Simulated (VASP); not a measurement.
A run of VASP 6.6.1:

The input INCAR:

```
ALGO     = Normal         # electronic algorithm
EDIFF    = 1E-6           # SCF threshold, eV
ENCUT    = 600            # plane-wave cutoff, eV
GGA      = PS             # functional
GGA_COMPAT= False        
ISIF     = 2              # what is computed and relaxed
ISMEAR   = -1             # smearing method
LASPH    = True           # aspherical terms in the spheres
LCHARG   = True           # write CHGCAR
LELF     = True           # ELF
LREAL    = False          # projectors in reciprocal space
LVHAR    = True         
LWAVE    = False          # write WAVECAR
NBANDS   = 9              # bands
NELM     = 120            # most SCF steps
PREC     = Accurate       # precision mode
SIGMA    = 0.05           # smearing width, eV
```

The input KPOINTS:

```
k-points
0
Gamma
  5 5 5
```

The input POSCAR:

```
MgH2
1.0
    0.0000000000      2.3810670000      2.3810670000
    2.3810670000      0.0000000000      2.3810670000
    2.3810670000      2.3810670000      0.0000000000
Mg H
1 2
Direct
   -0.0028649455      0.0024901249      0.0028945664
    0.7629757829      0.7384227384      0.7314929820
    0.3061044836      0.2015347627      0.1987125247
```

Potentials or basis: VASP PAW PBE potentials, release 64 (Mg, H).

The run is started by

```console
$ cat potpaw_PBE.64/Mg/POTCAR potpaw_PBE.64/H/POTCAR > POTCAR
$ mpirun -np 1 vasp_std > vasp.out
```

Hardware: 1 thread of Intel(R) Xeon(R) 6975P-C (Granite Rapids), with other jobs on the host.

Q: Estimate the wall time of this run.

A: Run time: 8.5 s on 1 thread of Intel(R) Xeon(R) 6975P-C (Granite Rapids), with other jobs on the host, peak memory 0.16 GiB. Counts: scf iterations 11, k points 63.
